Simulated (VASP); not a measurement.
# TiCo: single point with PBEsol

Crystal: TiCo.

```xyz
2
Lattice="2.8529 0.0000 0.0000 0.0000 2.8529 0.0000 0.0000 0.0000 2.8529" Properties=species:S:1:pos:R:3 pbc="T T T"
Co    1.4265    1.4265    1.4265
Ti    0.0000    0.0000    0.0000
```

```
Program                : VASP 6.6.1
Task                   : single point
Functional             : PBEsol
Potentials or basis    : VASP PAW PBE potentials, release 64 (Co, Ti_sv)
Cutoff                 : 520 eV
k mesh                 : 9 × 9 × 9
Occupations            : fermi-dirac, width 0.05 eV
Spin                   : collinear spin, ferromagnetic start
Starting moments       : [2.0, 1.0] μB
Dipole correction      : no
Further INCAR settings : ALGO = Normal; EDIFF = 1e-07; NBANDS = 22
```

```
Pressure                                              : 19.2 GPa
Net moment                                            : 0.47 μB per cell
Site moments                                          : Co +0.47; Ti +0.01 μB
Valence electrons inside the program's atomic spheres : Co 8.55; Ti 10.51
```

Levels at points of the mesh, in eV from the Fermi level:
Spin up:
```
           k point  band 7  band 8  band 9  band 10  band 11  band 12  band 13  band 14
(0.00, 0.00, 0.00)   -4.75   -1.93   -1.93    -1.93     0.72     0.72     3.19     3.19
```
Spin down:
| k point | band 6 | band 7 | band 8 | band 9 | band 10 | band 11 | band 12 | band 13 | band 14 | band 15 |
| --- | --- | --- | --- | --- | --- | --- | --- | --- | --- | --- |
| (0.00, 0.00, 0.00) | -4.45 | -4.45 | -1.64 | -1.64 | -1.64 | 1.00 | 1.00 | 3.26 | 3.26 | 3.26 |

Wall time 25 s on 1 thread of AMD EPYC 9R45 96-Core Processor (Zen 5), on a shared host, peak memory 0.13 GiB.

Caveat: the PAW data sets were made with another functional, which shifts forces and pressure a little.
